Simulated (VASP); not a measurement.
Input of a VASP 6.6.1 run:

The input INCAR:

```
PREC = Accurate
ENCUT = 600
EDIFF = 1E-6
ISMEAR = -1
SIGMA = 0.05
LREAL = Auto
LASPH = T
NELM = 120
ALGO = Normal
ISIF = 2
LWAVE = F
LCHARG = F
GGA = PS
NBANDS = 398
GGA_COMPAT = F
```

The input KPOINTS:

```
Automatic mesh
0
Gamma
  1 1 1
```

POSCAR

```
In2O3
1.0
   10.1614380000      0.0000000000      0.0000000000
    0.0000000000     10.1614380000      0.0000000000
    0.0000000000      0.0000000000     10.1614380000
In O
32 48
Direct
    0.2500000000      0.2500000000      0.2500000000
    0.4660080000      0.0000000000      0.2500000000
    0.0339920000      0.0000000000      0.7500000000
    0.2500000000      0.4660080000      0.0000000000
    0.7500000000      0.0339920000      0.0000000000
    0.0000000000      0.2500000000      0.4660080000
    0.0000000000      0.7500000000      0.0339920000
    0.0339920000      0.5000000000      0.2500000000
    0.2500000000      0.0339920000      0.5000000000
    0.5000000000      0.2500000000      0.0339920000
    0.5339920000      0.5000000000      0.2500000000
    0.7500000000      0.5339920000      0.0000000000
    0.2500000000      0.9660080000      0.0000000000
    0.5000000000      0.2500000000      0.5339920000
    0.5339920000      0.0000000000      0.7500000000
    0.9660080000      0.0000000000      0.2500000000
    0.7500000000      0.2500000000      0.2500000000
    0.7500000000      0.4660080000      0.5000000000
    0.2500000000      0.5339920000      0.5000000000
    0.0000000000      0.7500000000      0.5339920000
    0.0000000000      0.2500000000      0.9660080000
    0.2500000000      0.7500000000      0.2500000000
    0.5000000000      0.7500000000      0.4660080000
    0.2500000000      0.2500000000      0.7500000000
    0.4660080000      0.5000000000      0.7500000000
    0.7500000000      0.7500000000      0.7500000000
    0.2500000000      0.7500000000      0.7500000000
    0.7500000000      0.7500000000      0.2500000000
    0.7500000000      0.2500000000      0.7500000000
    0.9660080000      0.5000000000      0.7500000000
    0.7500000000      0.9660080000      0.5000000000
    0.5000000000      0.7500000000      0.9660080000
    0.3900100000      0.1545210000      0.3821490000
    0.6099900000      0.3454790000      0.3821490000
    0.1099900000      0.1545210000      0.6178500000
    0.3821490000      0.3900100000      0.1545210000
    0.3821490000      0.6099900000      0.3454790000
    0.6178500000      0.1099900000      0.1545210000
    0.1545210000      0.3821490000      0.3900100000
    0.3454790000      0.3821490000      0.6099900000
    0.1545210000      0.6178500000      0.1099900000
    0.1099900000      0.3454790000      0.1178500000
    0.1178500000      0.1099900000      0.3454790000
    0.3454790000      0.1178500000      0.1099900000
    0.6099900000      0.6545210000      0.1178500000
    0.3900100000      0.8454790000      0.1178500000
    0.8454790000      0.8821500000      0.1099900000
    0.6545210000      0.3821490000      0.1099900000
    0.8821500000      0.1099900000      0.8454790000
    0.6545210000      0.1178500000      0.6099900000
    0.8454790000      0.1178500000      0.3900100000
    0.3821490000      0.1099900000      0.6545210000
    0.8900100000      0.3454790000      0.6178500000
    0.8900100000      0.1545210000      0.1178500000
    0.8821500000      0.3900100000      0.3454790000
    0.8821500000      0.6099900000      0.1545210000
    0.1099900000      0.8454790000      0.8821500000
    0.1178500000      0.6099900000      0.6545210000
    0.1178500000      0.3900100000      0.8454790000
    0.1099900000      0.6545210000      0.3821490000
    0.6178500000      0.8900100000      0.3454790000
    0.1178500000      0.8900100000      0.1545210000
    0.3454790000      0.8821500000      0.3900100000
    0.1545210000      0.8821500000      0.6099900000
    0.3454790000      0.6178500000      0.8900100000
    0.3900100000      0.3454790000      0.8821500000
    0.6099900000      0.1545210000      0.8821500000
    0.1545210000      0.1178500000      0.8900100000
    0.8900100000      0.6545210000      0.8821500000
    0.8821500000      0.8900100000      0.6545210000
    0.6545210000      0.8821500000      0.8900100000
    0.6099900000      0.8454790000      0.6178500000
    0.3900100000      0.6545210000      0.6178500000
    0.8900100000      0.8454790000      0.3821490000
    0.6178500000      0.6099900000      0.8454790000
    0.6178500000      0.3900100000      0.6545210000
    0.3821490000      0.8900100000      0.8454790000
    0.8454790000      0.6178500000      0.6099900000
    0.6545210000      0.6178500000      0.3900100000
    0.8454790000      0.3821490000      0.8900100000
```

Potentials or basis: VASP PAW PBE potentials, release 64 (In_d, O).

The run is started by

```sh
$ cat potpaw_PBE.64/In_d/POTCAR potpaw_PBE.64/O/POTCAR > POTCAR
$ mpirun -np 1 vasp_gam > vasp.out
```

Problem. Predict the pressure.

Solution. 0.2 GPa.

Problem. Predict the band gap on the k mesh.

Solution. 1.02 eV.

Forces on the atoms (eV/Å):
```
In   0.000  0.000  0.000
In  -0.031  0.000  0.000
In   0.031  0.000  0.000
In   0.000 -0.031  0.000
In   0.000  0.031  0.000
In   0.000  0.000 -0.031
In   0.000  0.000  0.031
In   0.031  0.000  0.000
In   0.000  0.031  0.000
In   0.000  0.000  0.031
In   0.031  0.000  0.000
In   0.000  0.031  0.000
In   0.000 -0.031  0.000
In   0.000  0.000  0.031
In   0.031  0.000  0.000
In  -0.031  0.000  0.000
In   0.000  0.000  0.000
In   0.000 -0.031  0.000
In   0.000  0.031  0.000
In   0.000  0.000  0.031
In   0.000  0.000 -0.031
In   0.000  0.000  0.000
In   0.000  0.000 -0.031
In   0.000  0.000  0.000
In  -0.031  0.000  0.000
In   0.000  0.000  0.000
In   0.000  0.000  0.000
In   0.000  0.000  0.000
In   0.000  0.000  0.000
In  -0.031  0.000  0.000
In   0.000 -0.031  0.000
In   0.000  0.000 -0.031
O    0.030  0.037  0.016
O   -0.030 -0.037  0.016
O   -0.030  0.037 -0.016
O    0.016  0.030  0.037
O    0.016 -0.030 -0.037
O   -0.016 -0.030  0.037
O    0.037  0.016  0.030
O   -0.037  0.016 -0.030
O    0.037 -0.016 -0.030
O   -0.030 -0.037 -0.016
O   -0.016 -0.030 -0.037
O   -0.037 -0.016 -0.030
O   -0.030  0.037 -0.016
O    0.030 -0.037 -0.016
O   -0.037  0.016 -0.030
O    0.037  0.016 -0.030
O    0.016 -0.030 -0.037
O    0.037 -0.016 -0.030
O   -0.037 -0.016  0.030
O    0.016 -0.030  0.037
O    0.030 -0.037 -0.016
O    0.030  0.037 -0.016
O    0.016  0.030 -0.037
O    0.016 -0.030  0.037
O   -0.030 -0.037  0.016
O   -0.016 -0.030  0.037
O   -0.016  0.030 -0.037
O   -0.030  0.037  0.016
O   -0.016  0.030 -0.037
O   -0.016  0.030  0.037
O   -0.037  0.016  0.030
O    0.037  0.016 -0.030
O   -0.037 -0.016  0.030
O    0.030 -0.037  0.016
O   -0.030  0.037  0.016
O    0.037 -0.016  0.030
O    0.030  0.037  0.016
O    0.016  0.030  0.037
O    0.037  0.016  0.030
O   -0.030 -0.037 -0.016
O    0.030  0.037 -0.016
O    0.030 -0.037  0.016
O   -0.016 -0.030 -0.037
O   -0.016  0.030  0.037
O    0.016  0.030 -0.037
O   -0.037 -0.016 -0.030
O    0.037 -0.016  0.030
O   -0.037  0.016  0.030
```

Caveat: the k points lie up to 0.62 Å⁻¹ apart; the PAW data sets were made with another functional, which shifts forces and pressure a little; spin-orbit coupling is left out, which moves the levels of the heavy elements; an odd mesh through Γ misses points on the zone boundary, where band edges can lie.
